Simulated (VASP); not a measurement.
The system is TiW3.

```
CELL_PARAMETERS angstrom
2.67892 0.00000 0.00000
-1.33946 2.32001 0.00000
0.00000 0.00000 10.65951
ATOMIC_POSITIONS crystal
Ti 0.33333 0.66667 0.00000
W 0.33333 0.66667 0.50000
W 0.66667 0.33333 0.25000
W 0.66667 0.33333 0.75000
```

| Property | Result |
| --- | --- |
| Program | VASP 6.6.1 |
| Task | relaxation of cell and atoms |
| Functional | PBE |
| Potentials or basis | VASP PAW PBE potentials, release 64 (Ti_sv, W_sv) |
| Cutoff | 600 eV |
| k mesh | 6 × 6 × 2 |
| Occupations | gaussian, width 0.1 eV |
| Spin | no spin polarisation |

At the start: pressure 6.4 GPa; volume 16.56 Å³/atom.

Task: Where does the relaxation end?

Result: Over 11 steps the energy falls by 166.9 meV/atom and the volume is 16.63 Å³/atom (+0.4 %); space group P-6m2 (No. 187, to 0.1 Å) before and after.

Step by step:
```
step  energy change (eV)  largest force (eV/Å)  pressure (GPa)  volume (Å³)
   1              0.0000                0.5786            6.37        66.25
   2             -0.2230                0.2853          -15.72        71.83
   3             -0.5755                0.0025           -8.12        69.30
   4             -0.4423                0.7417           15.21        62.80
   5             -0.6601                0.3031           -0.44        66.76
   6             -0.6602                0.3115           -0.21        66.69
   7             -0.6657                0.1528            0.22        66.52
   8             -0.6669                0.0298            0.56        66.40
   9             -0.6663                0.0542           -1.17        66.84
  10             -0.6675                0.0050           -0.18        66.58
  11             -0.6677                0.0010            0.02        66.51
```

Final structure:
```xyz
4
Lattice="2.8010 0.0000 0.0000 -1.4005 2.4257 0.0000 0.0000 0.0000 9.7886" Properties=species:S:1:pos:R:3 pbc="T T T"
Ti    0.0000    1.6172    0.0000
W     0.0000    1.6172    4.8943
W     1.4005    0.8086    2.4367
W     1.4005    0.8086    7.3519
```

Caveat: the k points lie up to 0.43 Å⁻¹ apart in the final cell, too coarse for converged energies and pressures of a metal.
